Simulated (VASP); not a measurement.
Here is a VASP 6.6.1 calculation.

INCAR

```
SYSTEM = Sb
PREC = Accurate ; ENCUT = 520
EDIFF = 1E-6 ; ISMEAR = -1
SIGMA = 0.08 ; LREAL = .FALSE.
LASPH = .TRUE. ; NELM = 60
ALGO = Normal ; ISIF = 2
LWAVE = .FALSE. ; LCHARG = .FALSE.
GGA = CA ; NBANDS = 8
```

KPOINTS

```
regular mesh
0
G
  14 14 14
  0 0 0
```

The input POSCAR:

```
Sb
1.0
   -1.4203279566      1.4203279566      1.4203279566
    1.4203279566     -1.4203279566      1.4203279566
    1.4203279566      1.4203279566     -1.4203279566
Sb
1
Direct
    0.0000000000      0.0000000000      0.0000000000
```

Potentials or basis: VASP PAW LDA potentials, release 64 (Sb).

Run with:

```console
$ cat potpaw_LDA.64/Sb/POTCAR > POTCAR
$ mpirun -np 1 vasp_std > vasp.out
```

Estimate the pressure.

379.6 GPa.
